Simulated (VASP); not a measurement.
Here is a VASP 6.6.1 calculation.

Contents of INCAR:

```
SYSTEM = In
ALGO = Normal
DIPOL = 0.5 0.5 0.500
EDIFF = 1E-7
ENCUT = 520
GGA = PE
IDIPOL = 3
ISIF = 2
ISMEAR = -1
LASPH = .True.
LCHARG = .True.
LDIPOL = .True.
LELF = .True.
LREAL = .False.
LVACPOTAV = .True.
LVHAR = .True.
LWAVE = .False.
NBANDS = 34
NELM = 60
PREC = Accurate
SIGMA = 0.05
```

Contents of KPOINTS:

```
k-points
0
Gamma
  9 9 1
  0 0 0
```

File POSCAR:

```
In
1.0
    3.3354847820      0.0000000000      0.0000000000
   -1.6677423910      2.8886145552      0.0000000000
    0.0000000000      0.0000000000     23.2637143800
In
4
Direct
    0.6666666700      0.3333333400      0.3223904780
    0.3333333300      0.6666666600      0.4407968260
    0.6666666700      0.3333333400      0.5592031740
    0.3333333300      0.6666666600      0.6776095220
```

Potentials or basis: VASP PAW PBE potentials, release 64 (In_d).

Run with:

```bash
$ cat potpaw_PBE.64/In_d/POTCAR > POTCAR
$ mpirun -np 1 vasp_std > vasp.out
```

Task: Predict the band gap on the k mesh.

Result: Zero (band 26 reaches 2.62 eV, above the bottom of band 27 at 0.63 eV).

Task: Predict the largest force.

Result: 0.113 eV/Å.

Forces on the atoms (eV/Å):
```
In   0.000  0.000 -0.113
In   0.000  0.000  0.095
In   0.000  0.000 -0.095
In   0.000  0.000  0.113
```

Caveat: spin-orbit coupling is left out, which moves the levels of the heavy elements.
